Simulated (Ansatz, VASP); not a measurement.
Pt in VASP and in Ansatz

File INCAR:

```
SYSTEM = Pt
  PREC = Accurate
  ENCUT = 520
  EDIFF = 1E-7
  ISMEAR = -1
  SIGMA = 0.05
  LREAL = .FALSE.
  LASPH = .TRUE.
  NELM = 80
  ALGO = Normal
  ISIF = 2
  LWAVE = .FALSE.
  LCHARG = .TRUE.
  GGA = CA
  LELF = .TRUE.
  LVHAR = .TRUE.
  NBANDS = 11
```

Contents of KPOINTS:

```
regular mesh
0
G
  12 12 12
  0 0 0
```

Contents of POSCAR:

```
Pt
1.0
    2.7439500000      0.0000000000      0.0000000000
   -0.9146499714      2.5870208798      0.0000000000
   -0.9146499714     -1.2935103791      2.2404258371
Pt
1
Direct
    0.0000000000      0.0000000000      0.0000000000
```

Input for Ansatz:

```yaml
crystal:
  lattice:
    - [2.74395, 0.0, 0.0]
    - [-0.9146499713514556, 2.587020879777892, 0.0]
    - [-0.9146499713514556, -1.293510379116207, 2.240425837095579]
  atoms:
    - { symbol: Pt, position: [0.0, 0.0, 0.0] }
kpoints:
  mp_grid:
    grid: [12, 12, 12]
hamiltonian:
  xc: lda
  pseudopotentials:
    kind: all_electron
    lapw: {}
scf:
  occupations:
    method: fermi_dirac
    width: 0.05
output:
  forces: true
  stress: true
  eigenvalues: true
```

Alike in both runs: task single point; functional LDA; k mesh 12 × 12 × 12; occupations fermi-dirac, width 0.05 eV; no spin polarisation.

|  | VASP | Ansatz |
| --- | --- | --- |
| version | VASP 6.6.1 | Ansatz 0.2.0 |
| potentials or method | VASP PAW LDA potentials, release 64 (Pt), cutoff 520 eV | all-electron (LAPW or listed datasets) |

```tsv
	VASP	Ansatz	Ansatz less VASP
gap on the k mesh at the Fermi level (eV)	none	none	-
pressure (GPa)	-15.6	-16.1	-0.55
```

LDA's correlation is that of Perdew and Zunger in VASP and of Perdew and Wang (1992) in Ansatz. A gap of «none» marks a metal or a gap that the smearing closes. Ansatz ran all-electron here, and VASP with PAW potentials.

Neither program's run includes spin-orbit coupling.
